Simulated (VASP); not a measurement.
# InSb (P4/mmm) in VASP: notebook

InSb is run at these levels: PBE; tasks: single point.

Program: VASP 6.6.1. These are calculated values, not measurements. Logs are shortened: lines on timing, memory, paths and dates and some standing lists are left out, and cuts for length are marked.

## (1) The cell of the first run

The structure is tetragonal, space group P4/mmm (No. 123). Conventional cell: a = 3.107 Å, b = 3.107 Å, c = 6.184 Å, α = 90.00°, β = 90.00°, γ = 90.00°. Within 4.1 Å of In (site symmetry 4/mmm) lie 2 Sb at 3.09 Å and 4 In at 3.11 Å. Sb (site symmetry 4/mmm) has 2 In at 3.09 Å and 4 Sb at 3.11 Å within 4.1 Å.

## (2) Single point, PBE (strained)

File INCAR:

```
SYSTEM = InSb
  ALGO = Normal
  EDIFF = 1E-6
  ENCUT = 520
  GGA = PE
  ISIF = 2
  ISMEAR = 0
  LASPH = .TRUE.
  LCHARG = .FALSE.
  LREAL = .FALSE.
  LWAVE = .FALSE.
  NBANDS = 16
  NELM = 60
  PREC = Accurate
  SIGMA = 0.1
```

File KPOINTS:

```
k-points
0
G
  14 14 8
  0 0 0
```

File POSCAR:

```
InSb
1.0
    3.1072994938      0.0000000000      0.0000000000
    0.0000000000      3.1072994938      0.0000000000
    0.0000000000      0.0000000000      6.1841440312
In Sb
1 1
Direct
    0.0000000000      0.0000000000      0.0000000000
    0.0000000000      0.0000000000      0.5000000000
```

Potentials or basis: VASP PAW PBE potentials, release 64 (In_d, Sb).

Started as:

```
$ cat potpaw_PBE.64/In_d/POTCAR potpaw_PBE.64/Sb/POTCAR > POTCAR
$ mpirun -np 1 vasp_std > vasp.out
```

OUTCAR:

```text
SYSTEM = InSb
   EDIFF = 1E-6
   ENCUT = 520
   GGA = PE
   ISIF = 2
   ISMEAR = 0
   LASPH = .TRUE.
   LREAL = .FALSE.
   NELM = 60
   PREC = Accurate

 ion  position               nearest neighbor table
   1  0.000  0.000  0.000-   2 3.09   2 3.09
   2  0.000  0.000  0.500-   1 3.09   1 3.09

  LATTYP: Found a simple tetragonal cell.
 ALAT       =     3.1072994938
 C/A-ratio  =     1.9901988989

  Lattice vectors:

 A1 = (   3.1072994938,   0.0000000000,   0.0000000000)
 A2 = (   0.0000000000,   3.1072994938,   0.0000000000)
 A3 = (   0.0000000000,   0.0000000000,   6.1841440312)

Analysis of symmetry for initial positions (statically):
=====================================================================
 Subroutine PRICEL returns:
 Original cell was already a primitive cell.

 Routine SETGRP: Setting up the symmetry group for a
 simple tetragonal supercell.

 Subroutine GETGRP returns: Found 16 space group operations
 (whereof 16 operations were pure point group operations)
 out of a pool of 16 trial point group operations.

The static configuration has the point symmetry D_4h.

Analysis of symmetry for dynamics (positions and initial velocities):
=====================================================================
 Subroutine PRICEL returns:
 Original cell was already a primitive cell.

 Routine SETGRP: Setting up the symmetry group for a
 simple tetragonal supercell.

 Subroutine GETGRP returns: Found 16 space group operations
 (whereof 16 operations were pure point group operations)
 out of a pool of 16 trial point group operations.

The dynamic configuration has the point symmetry D_4h.

 Subroutine INISYM returns: Found 16 space group operations
 (whereof 16 operations are pure point group operations),
 and found     1 'primitive' translations

----------------------------------------------------------------------------------------

                                     Primitive cell

  volume of cell :      59.7098

  direct lattice vectors                    reciprocal lattice vectors
     3.107299494  0.000000000  0.000000000     0.321822857  0.000000000  0.000000000
     0.000000000  3.107299494  0.000000000     0.000000000  0.321822857  0.000000000
     0.000000000  0.000000000  6.184144031     0.000000000  0.000000000  0.161703866

  length of vectors
     3.107299494  3.107299494  6.184144031     0.321822857  0.321822857  0.161703866

  position of ions in fractional coordinates (direct lattice)
     0.000000000  0.000000000  0.000000000
     0.000000000  0.000000000  0.500000000

  ion indices of the primitive-cell ions
   primitive index   ion index
                 1           1
                 2           2

----------------------------------------------------------------------------------------

 KPOINTS: k-points

Automatic generation of k-mesh.
 Grid dimensions read from file:
 generate k-points for:   14   14    8

 Generating k-lattice:

  Cartesian coordinates                     Fractional coordinates (reciprocal lattice)
     0.022987347  0.000000000  0.000000000     0.071428571  0.000000000  0.000000000
     0.000000000  0.022987347  0.000000000     0.000000000  0.071428571  0.000000000
     0.000000000  0.000000000  0.020212983     0.000000000  0.000000000  0.125000000

  Length of vectors
     0.022987347  0.022987347  0.020212983

  Shift w.r.t. Gamma in fractional coordinates (k-lattice)
     0.000000000  0.000000000  0.000000000

 Subroutine IBZKPT returns following result:
 ===========================================

 Found    180 irreducible k-points:

 Following reciprocal coordinates:
            Coordinates               Weight
  0.000000  0.000000  0.000000      1.000000
  0.071429  0.000000  0.000000      4.000000
  0.142857  0.000000  0.000000      4.000000
  0.214286  0.000000  0.000000      4.000000
  0.285714  0.000000  0.000000      4.000000
  0.357143  0.000000  0.000000      4.000000
[... 16 lines left out ...]
  0.285714  0.214286  0.000000      8.000000
  0.357143  0.214286  0.000000      8.000000
 [... further k-points ...]
   k-points           NKPTS =    180   k-points in BZ     NKDIM =    180   number of bands    NBANDS=     16
   number of dos      NEDOS =    301   number of ions     NIONS =      2
   total plane-waves  NPLWV =  27648
   dimension x,y,z NGX =    24 NGY =   24 NGZ =   48
   dimension x,y,z NGXF=    48 NGYF=   48 NGZF=   96
   ions per type =               1   1
   NGX,Y,Z   is equivalent  to a cutoff of  12.84, 12.84, 12.90 a.u.
   NGXF,Y,Z  is equivalent  to a cutoff of  25.68, 25.68, 25.81 a.u.
 SYSTEM =  InSb
   PREC   = accura    normal or accurate (medium, high low for compatibility)
   ISTART =      0    job   : 0-new  1-cont  2-samecut
   ICHARG =      2    charge: 1-file 2-atom 10-const
   ISPIN  =      1    spin polarized calculation?
   LNONCOLLINEAR =      F non collinear calculations
   LSORBIT =      F    spin-orbit coupling
   LASPH  =      T    aspherical Exc in radial PAW
   ENCUT  =  520.0 eV  38.22 Ry    6.18 a.u.   5.78  5.78 11.50*2*pi/ulx,y,z
   NELM   =     60;   NELMIN=  2; NELMDL= -5     # of ELM steps
   EDIFF  = 0.1E-05   stopping-criterion for ELM
   LREAL  =      F    real-space projection
   EDIFFG = 0.1E-04   stopping-criterion for IOM
   NSW    =      0    number of steps for IOM
   IBRION =     -1    ionic relax: 0-MD 1-quasi-New 2-CG
   NFREE  =      0    steps in history (QN), initial steepest desc. (CG)
   ISIF   =      2    stress and relaxation
   ISYM   =      2    0-nonsym 1-usesym 2-fastsym
   POTIM  = 0.5000    time-step for ionic-motion
   TEBEG  =    0.0;   TEEND  =   0.0 temperature during run
   PSTRESS=    0.0 pullay stress
   NELECT =      18.0000    total number of electrons
   NUPDOWN=      -1.0000    fix difference up-down
   EMIN   =  10.00;   EMAX   =-10.00  energy-range for DOS
   EFERMI =   0.00;   METHOD = LEGACY
   ISMEAR =     0;   SIGMA  =   0.10  broadening in eV -4-tet -1-fermi 0-gaus
   EFERMI_NEDOS =   21; number of points for ismear=-14 and -15
   IALGO  =     38    algorithm
   IMIX   =      4    mixing-type and parameters
     AMIX     =   0.40;   BMIX     =  1.00
     AMIX_MAG =   1.60;   BMIX_MAG =  1.00
  volume/ion in A,a.u.               =      29.85       201.47
  Fermi-wavevector in a.u.,A,eV,Ry     =   1.097700  2.074353 16.394281  1.204946
  Thomas-Fermi vector in A             =   2.234065
   LORBIT       =      0    0 simple, 1 ext, 2 COOP (PROOUT), +10 PAW based schemes
   GGA     = PE    functional components
   LHFCALC =     F    Hartree Fock is set to
   AEXX    =    0.0000 exact exchange contribution
   IVDW    =     0    specifies the selected vdW correction
   LEPSILON=     F    determine dielectric tensor
   LRPA    =     F    only Hartree local field effects (RPA)
 non-spin polarized calculation
 Gauss-broadening in eV      SIGMA  =   0.10
  energy-cutoff  :      520.00
  volume of cell :       59.71
 maximum number of plane-waves:      1628
 NGX is ok and might be reduce to    24
   NGX = 11   NGY = 11   NGZ = 23

 number of electron      17.9999987 magnetization

 Free energy of the ion-electron system (eV)
  ---------------------------------------------------
  ext. energy  EPLUGINS =         0.00000000
  ---------------------------------------------------
  free energy    TOTEN  =        -6.56627673 eV

  energy without entropy =       -6.56093105  energy(sigma->0) =       -6.56360389

 E-fermi :   6.4960     XC(G=0):  -9.5902

 val. band max:        6.4849171651   @ k =   0.5000   0.3571   0.1250
 cond. band min:       6.5094403393   @ k =   0.3571   0.2143   0.3750
 fundamental gap:      0.0245231742
 Fermi energy:         6.4959533378

 k-point     1 :       0.0000    0.0000    0.0000
  band No.  band energies     occupation
      1      -8.4165      2.00000
      2      -8.2147      2.00000
      3      -7.8805      2.00000
      4      -7.8805      2.00000
      5      -7.8038      2.00000
      6      -4.9222      2.00000
[... 8 lines left out ...]
     15      15.1652      0.00000
     16      15.9903      0.00000

 k-point     2 :       0.0714    0.0000    0.0000
  band No.  band energies     occupation
      1      -8.4000      2.00000
      2      -8.2050      2.00000
      3      -7.8916      2.00000
      4      -7.8796      2.00000
      5      -7.8122      2.00000
      6      -4.8470      2.00000
[... 8 lines left out ...]
     15      15.3206      0.00000
     16      16.3573      0.00000

 k-point     3 :       0.1429    0.0000    0.0000
  band No.  band energies     occupation
      1      -8.3600      2.00000
      2      -8.1716      2.00000
      3      -7.9227      2.00000
      4      -7.8770      2.00000
      5      -7.8355      2.00000
      6      -4.6228      2.00000
[... 8 lines left out ...]
     15      15.5512      0.00000
     16      15.7881      0.00000

 k-point     4 :       0.2143    0.0000    0.0000
  band No.  band energies     occupation
      1      -8.3186      2.00000
      2      -8.1071      2.00000
      3      -7.9669      2.00000
      4      -7.8733      2.00000
      5      -7.8691      2.00000
      6      -4.2558      2.00000
[... 8 lines left out ...]
     15      16.0111      0.00000
     16      16.1357      0.00000
[... 324 lines left out ...]
 k-point    22 :       0.2143    0.2143    0.0000
  band No.  band energies     occupation
      1      -8.1357      2.00000
      2      -8.0799      2.00000
      3      -7.9627      2.00000
      4      -7.9516      2.00000
      5      -7.9474      2.00000
      6      -3.5911      2.00000
[... 8 lines left out ...]
     15      14.4367      0.00000
     16      16.3595      0.00000

 k-point    23 :       0.2857    0.2143    0.0000
  band No.  band energies     occupation
      1      -8.0930      2.00000
      2      -8.0068      2.00000
      3      -8.0046      2.00000
      4      -7.9865      2.00000
      5      -7.9510      2.00000
      6      -3.0980      2.00000
[... 8 lines left out ...]
     15      14.7170      0.00000
     16      15.4814      0.00000

 k-point    24 :       0.3571    0.2143    0.0000
  band No.  band energies     occupation
      1      -8.0816      2.00000
      2      -8.0459      2.00000
      3      -8.0319      2.00000
      4      -7.9463      2.00000
      5      -7.9033      2.00000
      6      -2.5199      2.00000
[... 8 lines left out ...]
     15      14.3679      0.00000
     16      15.2737      0.00000

 [... further k-points ...]

------------------------ aborting loop because EDIFF is reached ----------------------------------------

  FORCE on cell =-STRESS in cart. coord.  units (eV):
  Direction    XX          YY          ZZ          XY          YZ          ZX
  --------------------------------------------------------------------------------------
  -------------------------------------------------------------------------------------
  Total       -0.2108677     -0.2108677      0.2193445      0.0000000      0.0000000      0.0000000
  in kB       -5.6581545     -5.6581545      5.8856110      0.0000000      0.0000000      0.0000000
  external PRESSURE =      -1.8102327 kB  Pullay stress =       0.0000000 kB

 VOLUME and BASIS-vectors are now :
 -----------------------------------------------------------------------------
  energy-cutoff  :      520.00
  volume of cell :       59.71
      direct lattice vectors                 reciprocal lattice vectors
     3.107299494  0.000000000  0.000000000     0.321822857  0.000000000  0.000000000
     0.000000000  3.107299494  0.000000000     0.000000000  0.321822857  0.000000000
     0.000000000  0.000000000  6.184144031     0.000000000  0.000000000  0.161703866

 POSITION                                       TOTAL-FORCE (eV/Angst)
 -----------------------------------------------------------------------------------
      0.00000      0.00000      0.00000         0.000000      0.000000      0.000000
      0.00000      0.00000      3.09207         0.000000      0.000000      0.000000
 -----------------------------------------------------------------------------------
    total drift:                                0.000000     -0.000000     -0.000000

  FREE ENERGIE OF THE ION-ELECTRON SYSTEM (eV)
  ---------------------------------------------------
  free  energy   TOTEN  =        -6.5662767290 eV

  energy  without entropy=       -6.5609310507  energy(sigma->0) =       -6.56360389
```

Wall time 40 s (1 thread of Intel Xeon Platinum 8559C (Emerald Rapids), shared host); peak memory 0.3 GiB.

Results:

* Free energy: -6.5663 eV
* Pressure: -0.2 GPa
* Band gap on the k mesh: zero (bands 9 and 10 overlap by 5.68 eV)

Stress tensor (GPa, compression positive):
```
-0.57  0.00  0.00
 0.00 -0.57  0.00
 0.00  0.00  0.59
```

Caveat: the cell differs from its parent crystal (strained); spin-orbit coupling is left out, which moves the levels of the heavy elements.

## (3) Single point, PBE (strained)

File INCAR:

```
  ALGO = Normal
  EDIFF = 1E-6
  ENCUT = 520
  GGA = PE
  ISIF = 2
  ISMEAR = 0
  LASPH = True
  LCHARG = False
  LREAL = False
  LWAVE = False
  NBANDS = 16
  NELM = 100
  PREC = Accurate
  SIGMA = 0.1
```

File KPOINTS:

```
k-points
0
Gamma
  14 14 8
```

File POSCAR:

```
InSb
1.0
    3.1461268925      0.0000000000      0.0000000000
    0.0000000000      3.1461268925      0.0000000000
    0.0000000000      0.0000000000      6.1693512126
In Sb
1 1
Direct
    0.0000000000      0.0000000000      0.0000000000
    0.0000000000      0.0000000000      0.5000000000
```

Potentials or basis: VASP PAW PBE potentials, release 64 (In_d, Sb).

Started as:

```
$ cat potpaw_PBE.64/In_d/POTCAR potpaw_PBE.64/Sb/POTCAR > POTCAR
$ mpirun -np 1 vasp_std > vasp.out
```

Wall time 38 s (1 thread of Intel Xeon Platinum 8559C (Emerald Rapids), shared host); peak memory 0.31 GiB.

Results (log left out):

```
Free energy            : -6.5547 eV
Pressure               : -1.1 GPa
Band gap on the k mesh : zero (bands 9 and 10 overlap by 5.36 eV)
```

Stress tensor (GPa, compression positive):
```
-1.79  0.00  0.00
 0.00 -1.79  0.00
 0.00  0.00  0.39
```

Levels at points of the mesh, in eV from the Fermi level:
```
           k point  band 6  band 7  band 8  band 9  band 10  band 11  band 12  band 13
(0.00, 0.00, 0.00)  -11.24   -6.53   -4.35    3.86     3.86     5.57     7.56     8.24
(0.50, 0.00, 0.00)   -8.85   -4.70   -3.31   -2.24    -1.33     3.10     5.78     7.97
(0.50, 0.50, 0.00)   -6.34   -2.72   -2.72   -0.25     0.27     1.05     1.05     2.85
(0.00, 0.00, 0.50)  -11.10   -7.85   -0.59    0.51     4.05     4.05     7.64     7.64
(0.50, 0.00, 0.50)   -8.79   -4.86   -4.40   -2.22     1.77     3.13     5.95     6.01
(0.50, 0.50, 0.50)   -6.32   -2.48   -2.48   -1.90     0.29     0.29     3.22     4.48
```

Caveat: the cell differs from its parent crystal (strained); spin-orbit coupling is left out, which moves the levels of the heavy elements.

(Continued in part 2 of 2.)
